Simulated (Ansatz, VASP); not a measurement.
## Bi2S: VASP beside Ansatz

```
Bi S
1.0
     6.68352    0.00000    0.00000
    -3.34176    5.78810    0.00000
     0.00000    0.00000    5.45025
Bi S
4 2
Direct
  0.50000 0.00000 0.00000
  0.00000 0.50000 0.00000
  0.50000 0.50000 0.00000
  0.00000 0.00000 0.00000
  0.33333 0.66667 0.56441
  0.66667 0.33333 0.43559
```

Alike in both runs: task relaxation of cell and atoms; functional PBE; k mesh 3 × 3 × 4; occupations gaussian, width 0.1 eV; no spin polarisation.

```csv
,VASP,Ansatz
version,VASP 6.6.1,Ansatz 0.2.0
potentials or method,"VASP PAW PBE potentials, release 64 (Bi_d, S), cutoff 600 eV","scalar-relativistic, plane waves, PAW"
valence electrons in the cell,72,72
```

```tsv
	VASP	Ansatz	Ansatz less VASP
gap on the k mesh at the Fermi level, each at its own relaxed structure (eV)	none	none	-
relaxed volume (Å³/atom)	30.53	30.54	+0.010
relaxed cell length with the largest relative difference (Å)	4.408	4.413	+0.0048
```

A gap of «none» marks a metal or a gap that the smearing closes.

The k mesh is coarse, so the values compare programs but aren't converged. Spin-orbit coupling is off throughout.
